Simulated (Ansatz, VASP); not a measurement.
Two plane-wave programs on CdS

INCAR

```
SYSTEM = CdS
PREC = Accurate ; ENCUT = 630
EDIFF = 1E-7 ; ISMEAR = 0
SIGMA = 0.01 ; LREAL = .FALSE.
LASPH = .TRUE. ; NELM = 120
ALGO = Normal ; ISIF = 3
LWAVE = .FALSE. ; LCHARG = .FALSE.
GGA = PE ; IVDW = 12
IBRION = 2 ; NSW = 100
EDIFFG = -0.002 ; GGA_COMPAT = .FALSE.
NELMIN = 4
```

KPOINTS

```
Automatic mesh
0
G
  12 12 12
  0 0 0
```

Contents of POSCAR:

```
CdS
1.0
    0.0000000000      2.7532440000      2.7532440000
    2.7532440000      0.0000000000      2.7532440000
    2.7532440000      2.7532440000      0.0000000000
Cd S
1 1
Direct
    0.0000000000      0.0000000000      0.0000000000
    0.5000000000      0.5000000000      0.5000000000
```

Input for Ansatz:

```yaml
crystal:
  lattice:
    - [0.0, 2.753244, 2.753244]
    - [2.753244, 0.0, 2.753244]
    - [2.753244, 2.753244, 0.0]
  atoms:
    - { symbol: Cd, position: [0.0, 0.0, 0.0] }
    - { symbol: S, position: [0.5, 0.5, 0.5] }
basis:
  ecutwfc: 420
kpoints:
  mp_grid: { grid: [12, 12, 12] }
hamiltonian:
  xc: pbe
  dispersion: d3bj
  pseudopotentials: { kind: paw, azcp: { folder: soft_1 } }
scf:
  occupations: { method: gaussian, width: 0.01 }
output:
  forces: true
  stress: true
  eigenvalues: true
  write_density: true
  write_potential: true
  elf: true
  volumetric_format: npy
relax:
  adjacent_minimum: "off"
  f_tol: 0.002
  max_steps: 80
  cell: { stress_tol: 0.02 }
```

Alike in both runs: task relaxation of cell and atoms; functional PBE; dispersion D3(BJ); k mesh 12 × 12 × 12; occupations gaussian, width 0.01 eV; no spin polarisation.

```csv
,VASP,Ansatz
version,VASP 6.6.1,Ansatz 0.2.0
potentials or method,"VASP PAW PBE potentials, release 64 (Cd_sv_GW, S), cutoff 630 eV","scalar-relativistic, plane waves, PAW"
valence electrons in the cell,26,26
```

|  | VASP | Ansatz | Ansatz less VASP |
| --- | --- | --- | --- |
| gap on the k mesh at the Fermi level, each at its own relaxed structure (eV) | 0.26 | 0.26 | +0.001 |
| relaxed volume (Å³/atom) | 19.90 | 19.93 | +0.028 |
| relaxed length of the cell vector where the two differ most in proportion (Å) | 3.832 | 3.834 | +0.0018 |
